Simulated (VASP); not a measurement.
MgCd2TeSe2: single point with PBE

Crystal: MgCd2TeSe2.

```xyz
6
Lattice="4.7772 0.0000 0.0000 0.0000 4.7772 0.0000 0.0000 0.0000 6.1473" Properties=species:S:1:pos:R:3 pbc="T T T"
Mg    0.0000    0.0000    3.0736
Cd    2.3886    2.3886    4.4406
Cd    2.3886    2.3886    1.7066
Te    0.0000    0.0000    0.0000
Se    2.3886    0.0000    0.0000
Se    0.0000    2.3886    0.0000
```

```
Program             : VASP 6.6.1
Task                : single point
Functional          : PBE
Potentials or basis : VASP PAW PBE potentials, release 64 (Mg, Cd, Te, Se)
Cutoff              : 520 eV
k mesh              : 4 × 4 × 4
Occupations         : gaussian, width 0.1 eV
Spin                : no spin polarisation
```

| Quantity | Value |
| --- | --- |
| Pressure | 21.9 GPa |
| Largest force | 0.227 eV/Å |
| Band gap on the k mesh | zero (band 22 reaches 5.26 eV, above the bottom of band 23 at 4.32 eV) |

Forces in eV/Å, atoms in the order of the input:
```
Mg   0.000  0.000  0.000
Cd   0.000  0.000 -0.227
Cd   0.000  0.000  0.227
Te   0.000  0.000  0.000
Se   0.000  0.000  0.000
Se   0.000  0.000  0.000
```

Stress tensor (GPa, compression positive):
```
32.63  0.00  0.00
 0.00 32.63  0.00
 0.00  0.00  0.51
```

Levels at points of the mesh, in eV from the Fermi level:
| k point | band 20 | band 21 | band 22 | band 23 | band 24 | band 25 |
| --- | --- | --- | --- | --- | --- | --- |
| (0.00, 0.00, 0.00) | -2.26 | -0.69 | 0.46 | 1.92 | 2.34 | 2.34 |
| (0.50, 0.00, 0.00) | -2.30 | -0.97 | -0.60 | -0.12 | 1.78 | 3.81 |
| (0.50, 0.50, 0.00) | -1.00 | -0.82 | -0.57 | -0.48 | -0.48 | -0.08 |
| (0.00, 0.00, 0.50) | -2.34 | -1.46 | -0.99 | 0.56 | 0.56 | 2.44 |
| (0.50, 0.00, 0.50) | -1.28 | -0.56 | -0.45 | 0.19 | 1.54 | 2.05 |
| (0.50, 0.50, 0.50) | -0.56 | -0.09 | -0.09 | 1.07 | 1.56 | 1.63 |

Run time: 84 s on 1 thread of Intel Xeon 6975P-C, on a shared host, peak memory 0.29 GiB.

Caveat: spin-orbit coupling is left out, which moves the levels of the heavy elements.
